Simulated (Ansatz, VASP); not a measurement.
## One calculation of Si5S, two programs

The input INCAR:

```
  PREC = Accurate
  ENCUT = 600
  EDIFF = 1E-7
  ISMEAR = 0
  SIGMA = 0.1
  LREAL = F
  LASPH = T
  NELM = 80
  ALGO = Normal
  ISIF = 3
  LWAVE = F
  LCHARG = F
  GGA = PE
  IBRION = 2
  NSW = 90
  EDIFFG = -0.04
```

The input KPOINTS:

```
regular mesh
0
Gamma
  6 6 1
```

POSCAR

```
Si5S
1.0
    2.9989432900      0.0000000000      0.0000000000
   -1.4994716500      2.5971610700      0.0000000000
    0.0000000000      0.0000000000     15.3933240300
Si S
5 1
Direct
    0.6666666700      0.3333333300      0.8184250000
    0.3333333300      0.6666666700      0.6598208500
    0.6666666700      0.3333333300      0.5000000000
    0.3333333300      0.6666666700      0.3401791500
    0.6666666700      0.3333333300      0.1815750000
    0.3333333300      0.6666666700      0.0000000000
```

Input for Ansatz:

```yaml
crystal:
  lattice:
    - [2.99894329, 0.0, 0.0]
    - [-1.49947165, 2.59716107, 0.0]
    - [0.0, 0.0, 15.39332403]
  atoms:
    - { symbol: Si, position: [0.66666667, 0.33333333, 0.818425] }
    - { symbol: Si, position: [0.33333333, 0.66666667, 0.65982085] }
    - { symbol: Si, position: [0.66666667, 0.33333333, 0.5] }
    - { symbol: Si, position: [0.33333333, 0.66666667, 0.34017915] }
    - { symbol: Si, position: [0.66666667, 0.33333333, 0.181575] }
    - { symbol: S, position: [0.33333333, 0.66666667, 0.0] }
basis:
  ecutwfc: 420
kpoints:
  mp_grid: { grid: [6, 6, 1] }
hamiltonian:
  xc: pbe
scf:
  occupations: { method: gaussian, width: 0.1 }
  lower_state_search: "off"
output:
  forces: true
  stress: true
  eigenvalues: true
relax:
  adjacent_minimum: "off"
  f_tol: 0.04
  max_steps: 70
  cell: { stress_tol: 0.4 }
```

Change from the starting cell: species swapped into the CeMg5 type (P-6m2, No. 187).

Alike in both runs: task relaxation of cell and atoms; functional PBE; k mesh 6 × 6 × 1; occupations gaussian, width 0.1 eV; no spin polarisation.

|  | VASP | Ansatz |
| --- | --- | --- |
| version | VASP 6.6.1 | Ansatz 0.2.0 |
| potentials or method | VASP PAW PBE potentials, release 64 (Si, S), cutoff 600 eV | scalar-relativistic, plane waves, PAW |
| valence electrons in the cell | 26 | 26 |

```tsv
	VASP	Ansatz	Ansatz less VASP
gap on the k mesh at the Fermi level, each at its own relaxed structure (eV)	none	none	-
relaxed volume (Å³/atom)	14.42	14.68	+0.259
relaxed length of the cell vector where the two differ most in proportion (Å)	13.819	14.151	+0.3324
```

A gap of «none» marks a metal or a gap that the smearing closes.

The k mesh is coarse, so the values compare programs but aren't converged. Noted on VASP's run: the volume moved by over 15 % at a fixed basis, so the end points are rough; too few bands were computed for a metal, which touches its energy and stress.
